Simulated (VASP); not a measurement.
# WC (P-6m2) in VASP: notebook, part 3 of 3

VASP 6.6.1. The steps go on from the part before.

## (5) Electric field gradients, PBEsol (10.51 Å³/atom)

This run uses another cell than the first one, of 10.51 Å³/atom.

Contents of INCAR:

```
SYSTEM = WC
PREC     = Accurate       ! precision mode
ENCUT    = 520            ! plane-wave cutoff, eV
EDIFF    = 1E-8           ! SCF threshold, eV
ISMEAR   = -1             ! smearing method
SIGMA    = 0.05           ! smearing width, eV
LREAL    = .False.        ! projectors in reciprocal space
LASPH    = .True.         ! aspherical terms in the spheres
NELM     = 60             ! most SCF steps
ALGO     = Normal         ! electronic algorithm
ISIF     = 2              ! what is computed and relaxed
LWAVE    = .False.        ! write WAVECAR
LCHARG   = .False.        ! write CHGCAR
GGA      = PS             ! functional
LEFG     = .True.       
NBANDS   = 16             ! bands
```

Contents of KPOINTS:

```
Automatic mesh
0
Gamma
  13 13 12
  0 0 0
```

Contents of POSCAR:

```
WC
1.0
    2.9197106146      0.0000000000      0.0000000000
   -1.4598553073      2.5285435639      0.0000000000
    0.0000000000      0.0000000000      2.8477356453
W C
1 1
Direct
    0.0000000000      0.0000000000      0.0000000000
    0.6666666667      0.3333333333      0.5000000000
```

Potentials or basis: VASP PAW PBE potentials, release 64 (W_sv, C).

On the command line:

```sh
$ cat potpaw_PBE.64/W_sv/POTCAR potpaw_PBE.64/C/POTCAR > POTCAR
$ mpirun -np 1 vasp_std > vasp.out
```

OUTCAR:

```text
SYSTEM = WC
   PREC = Accurate
   ENCUT = 520
   EDIFF = 1E-8
   ISMEAR = -1
   LREAL = .False.
   LASPH = .True.
   NELM = 60
   ISIF = 2
   GGA = PS

 ion  position               nearest neighbor table
   1  0.000  0.000  0.000-   2 2.21   2 2.21   2 2.21   2 2.21   2 2.21   2 2.21
   2  0.667  0.333  0.500-   1 2.21   1 2.21   1 2.21   1 2.21   1 2.21   1 2.21

  LATTYP: Found a hexagonal cell.
 ALAT       =     2.9197106146
 C/A-ratio  =     0.9753485948

  Lattice vectors:

 A1 = (   2.9197106146,   0.0000000000,   0.0000000000)
 A2 = (  -1.4598553073,   2.5285435639,   0.0000000000)
 A3 = (   0.0000000000,   0.0000000000,   2.8477356453)

Analysis of symmetry for initial positions (statically):
=====================================================================
 Subroutine PRICEL returns:
 Original cell was already a primitive cell.

 Routine SETGRP: Setting up the symmetry group for a
 hexagonal supercell.

 Subroutine GETGRP returns: Found 12 space group operations
 (whereof 12 operations were pure point group operations)
 out of a pool of 24 trial point group operations.

The static configuration has the point symmetry D_3h.

Analysis of symmetry for dynamics (positions and initial velocities):
=====================================================================
 Subroutine PRICEL returns:
 Original cell was already a primitive cell.

 Routine SETGRP: Setting up the symmetry group for a
 hexagonal supercell.

 Subroutine GETGRP returns: Found 12 space group operations
 (whereof 12 operations were pure point group operations)
 out of a pool of 24 trial point group operations.

The dynamic configuration has the point symmetry D_3h.

 Subroutine INISYM returns: Found 12 space group operations
 (whereof 12 operations are pure point group operations),
 and found     1 'primitive' translations

----------------------------------------------------------------------------------------

                                     Primitive cell

  volume of cell :      21.0237

  direct lattice vectors                    reciprocal lattice vectors
     2.919710615  0.000000000  0.000000000     0.342499697  0.197742292  0.000000000
    -1.459855307  2.528543564  0.000000000     0.000000000  0.395484584  0.000000000
     0.000000000  0.000000000  2.847735645     0.000000000  0.000000000  0.351156190

  length of vectors
     2.919710615  2.919710615  2.847735645     0.395484584  0.395484584  0.351156190

  position of ions in fractional coordinates (direct lattice)
     0.000000000  0.000000000  0.000000000
     0.666666667  0.333333333  0.500000000

  ion indices of the primitive-cell ions
   primitive index   ion index
                 1           1
                 2           2

----------------------------------------------------------------------------------------

 KPOINTS: Automatic mesh

Automatic generation of k-mesh.
 Grid dimensions read from file:
 generate k-points for:   13   13   12
[... 71 lines left out ...]
   ISYM   =      2    0-nonsym 1-usesym 2-fastsym
   POTIM  = 0.5000    time-step for ionic-motion
   TEBEG  =    0.0;   TEEND  =   0.0 temperature during run
   PSTRESS=    0.0 pullay stress
   NELECT =      18.0000    total number of electrons
   NUPDOWN=      -1.0000    fix difference up-down
   EMIN   =  10.00;   EMAX   =-10.00  energy-range for DOS
   EFERMI =   0.00;   METHOD = LEGACY
   ISMEAR =    -1;   SIGMA  =   0.05  broadening in eV -4-tet -1-fermi 0-gaus
   EFERMI_NEDOS =   21; number of points for ismear=-14 and -15
   IALGO  =     38    algorithm
   IMIX   =      4    mixing-type and parameters
     AMIX     =   0.40;   BMIX     =  1.00
     AMIX_MAG =   1.60;   BMIX_MAG =  1.00
  volume/ion in A,a.u.               =      10.51        70.94
  Fermi-wavevector in a.u.,A,eV,Ry     =   1.554518  2.937613 32.878826  2.416526
  Thomas-Fermi vector in A             =   2.658592
   LORBIT       =      0    0 simple, 1 ext, 2 COOP (PROOUT), +10 PAW based schemes
   GGA     = PS    functional components
   LHFCALC =     F    Hartree Fock is set to
   AEXX    =    0.0000 exact exchange contribution
   IVDW    =     0    specifies the selected vdW correction
   LEPSILON=     F    determine dielectric tensor
   LRPA    =     F    only Hartree local field effects (RPA)
 non-spin polarized calculation
  energy-cutoff  :      520.00
  volume of cell :       21.02
 maximum number of plane-waves:       587
 NGX is ok and might be reduce to    24
   NGX = 11   NGY = 11   NGZ = 11

 number of electron      18.0000000 magnetization

 Free energy of the ion-electron system (eV)
  ---------------------------------------------------
  ext. energy  EPLUGINS =         0.00000000
  ---------------------------------------------------
  free energy    TOTEN  =       -23.89285162 eV

  energy without entropy =      -23.88996977  energy(sigma->0) =      -23.89141069

 E-fermi :  10.7508     XC(G=0): -13.8559

 val. band max:       10.7072504260   @ k =   0.4615   0.0769   0.4167
 cond. band min:      10.7529800331   @ k =   0.0769   0.0769   0.4167
 fundamental gap:      0.0457296071
 Fermi energy:        10.7508059802

 k-point     1 :       0.0000    0.0000    0.0000
  band No.  band energies     occupation
      1     -63.2146      2.00000
      2     -27.1989      2.00000
      3     -27.1032      2.00000
      4     -27.1032      2.00000
      5      -3.5806      2.00000
      6       6.4925      2.00000
[... 433 lines left out ...]
      3     -27.2246      2.00000
      4     -27.1389      2.00000
      5      -2.8348      2.00000
      6       6.3011      2.00000
[... 8 lines left out ...]
     15      24.2213      0.00000
     16      28.4609      0.00000

 [... further k-points ...]

------------------------ aborting loop because EDIFF is reached ----------------------------------------

  FORCE on cell =-STRESS in cart. coord.  units (eV):
  Direction    XX          YY          ZZ          XY          YZ          ZX
  --------------------------------------------------------------------------------------
  -------------------------------------------------------------------------------------
  Total       -0.9094218     -0.9094218     -1.0766821      0.0000000     -0.0000000      0.0000000
  in kB      -69.3052323    -69.3052323    -82.0518086      0.0000000     -0.0000000      0.0000000
  external PRESSURE =     -73.5540911 kB  Pullay stress =       0.0000000 kB

 VOLUME and BASIS-vectors are now :
 -----------------------------------------------------------------------------
  energy-cutoff  :      520.00
  volume of cell :       21.02
      direct lattice vectors                 reciprocal lattice vectors
     2.919710615  0.000000000  0.000000000     0.342499697  0.197742292  0.000000000
    -1.459855307  2.528543564  0.000000000     0.000000000  0.395484584  0.000000000
     0.000000000  0.000000000  2.847735645     0.000000000  0.000000000  0.351156190

 POSITION                                       TOTAL-FORCE (eV/Angst)
 -----------------------------------------------------------------------------------
      0.00000      0.00000      0.00000         0.000000      0.000000      0.000000
      1.45986      0.84285      1.42387        -0.000000      0.000000      0.000000
 -----------------------------------------------------------------------------------
    total drift:                                0.000000     -0.000000      0.000000

  FREE ENERGIE OF THE ION-ELECTRON SYSTEM (eV)
  ---------------------------------------------------
  free  energy   TOTEN  =       -23.8928516225 eV

  energy  without entropy=      -23.8899697665  energy(sigma->0) =      -23.89141069

 Electric field gradients (V/A^2)
---------------------------------------------------------------------
 ion       V_xx      V_yy      V_zz      V_xy      V_xz      V_yz
---------------------------------------------------------------------
   1      69.620    69.621  -139.241     0.000    -0.000    -0.000
   2      -0.038    -0.037     0.075     0.000     0.000    -0.000
---------------------------------------------------------------------

 Electric field gradients after diagonalization (V/A^2)
 (convention: |V_zz| > |V_xx| > |V_yy|)
----------------------------------------------------------------------
 ion       V_xx      V_yy      V_zz     asymmetry (V_yy - V_xx)/ V_zz
----------------------------------------------------------------------
   1      69.621    69.620  -139.241       0.000
   2      -0.038    -0.037     0.075       0.012
----------------------------------------------------------------------

           NMR quadrupolar parameters

 Cq : quadrupolar parameter    Cq=e*Q*V_zz/h
 eta: asymmetry parameters     (V_yy - V_xx)/ V_zz
 Q  : nuclear electric quadrupole moment in mb (millibarn)
----------------------------------------------------------------------
 ion       Cq(MHz)       eta       Q (mb)
----------------------------------------------------------------------
   1      -0.337       0.000       1.000
   2       0.000       0.012       1.000
----------------------------------------------------------------------
```

Wall time 56 s (1 thread of Intel Xeon 8259CL, shared host); peak memory 0.18 GiB.

Results:

| Item | Value |
| --- | --- |
| Free energy | -23.8929 eV |
| Pressure | -7.4 GPa |
| Band gap on the k mesh | zero (bands 9 and 10 overlap by 1.25 eV) |
| Largest electric field gradient by atom | W -139.2; C +0.1 V/Å² |

Electric field gradients, principal values (V/Å²):
```tsv
atom	least	middle	greatest (by size)
1 W	69.620	69.621	-139.241
2 C	-0.037	-0.038	0.075
```

Caveat: the cell stands under tension; without QUAD_EFG the Cq values of the log hold for a quadrupole moment of 1 mb, not for the nuclei; the PAW data sets were made with another functional, which shifts forces and pressure a little; spin-orbit coupling is left out, which moves the levels of the heavy elements.

## (6) Summary

```tsv
potentials or basis	cell	cutoff (eV)	gap on the mesh (eV)	pressure (GPa)
VASP PAW PBE potentials, release 64 (W_sv, C_h)	a = 2.901, b = 2.901, c = 2.857 Å, angles 90.0, 90.0, 120.0°, 2 atoms	910	none	-4.0
VASP PAW PBE potentials, release 64 (W_sv, C)	a = 2.861, b = 2.861, c = 2.791 Å, angles 90.0, 90.0, 120.0°, 2 atoms	520	none	18.8
VASP PAW PBE potentials, release 64 (W_sv, C)	a = 2.891, b = 2.891, c = 2.820 Å, angles 90.0, 90.0, 120.0°, 2 atoms	520	none	4.7
VASP PAW PBE potentials, release 64 (W_sv, C)	a = 2.920, b = 2.920, c = 2.848 Å, angles 90.0, 90.0, 120.0°, 2 atoms	520	none	-7.4
```

Alike in all rows: task electric field gradients; level PBEsol; no spin polarisation; k mesh 13 × 13 × 12; smearing fermi-dirac 0.05 eV.

Caveats: the PAW data sets were made with another functional, which shifts forces and pressure a little; spin-orbit coupling is left out, which moves the levels of the heavy elements; the cell stands under tension (at least some runs); the cell stands under pressure (at least some runs); the cutoff is under 1.25 times the usual one of these potentials, so pressure, stress and relaxed cells hold a basis-set (Pulay) error (at least some runs).

Absolute energies hang on the potentials; compare differences alone.
